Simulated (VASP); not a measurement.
A run of VASP 6.6.1:

INCAR

```
SYSTEM = Na
PREC     = Accurate       ! precision mode
ENCUT    = 500            ! plane-wave cutoff, eV
EDIFF    = 1E-7           ! SCF threshold, eV
ISMEAR   = 0              ! smearing method
SIGMA    = 0.1            ! smearing width, eV
LREAL    = .FALSE.        ! projectors in reciprocal space
LASPH    = .TRUE.         ! aspherical terms in the spheres
NELM     = 120            ! most SCF steps
ALGO     = Normal         ! electronic algorithm
ISIF     = 3              ! what is computed and relaxed
LWAVE    = .FALSE.        ! write WAVECAR
LCHARG   = .FALSE.        ! write CHGCAR
GGA      = PE             ! functional
IVDW     = 12             ! dispersion correction
IBRION   = 2              ! ionic algorithm
NSW      = 100            ! ionic steps
EDIFFG   = -0.005         ! ionic threshold
GGA_COMPAT= .FALSE.      
NELMIN   = 4
```

File KPOINTS:

```
regular mesh
0
G
  14 14 14
  0 0 0
```

The input POSCAR:

```
Na
1.0
   -2.0500000000      2.0500000000      2.0500000000
    2.0500000000     -2.0500000000      2.0500000000
    2.0500000000      2.0500000000     -2.0500000000
Na
1
Direct
    0.0000000000      0.0000000000      0.0000000000
```

Potentials or basis: VASP PAW PBE potentials, release 64 (Na_pv).

Run with:

```sh
$ cat potpaw_PBE.64/Na_pv/POTCAR > POTCAR
$ mpirun -np 1 vasp_std > vasp.out
```

Hardware: 1 thread of Intel(R) Xeon(R) Platinum 8559C (Emerald Rapids), on a shared host.

Question: Estimate the wall time of this run.

Answer: Run time: 24 s on 1 thread of Intel(R) Xeon(R) Platinum 8559C (Emerald Rapids) (shared host), peak memory 0.17 GiB. Counts: scf iterations 35, k points 104, ion steps 5.
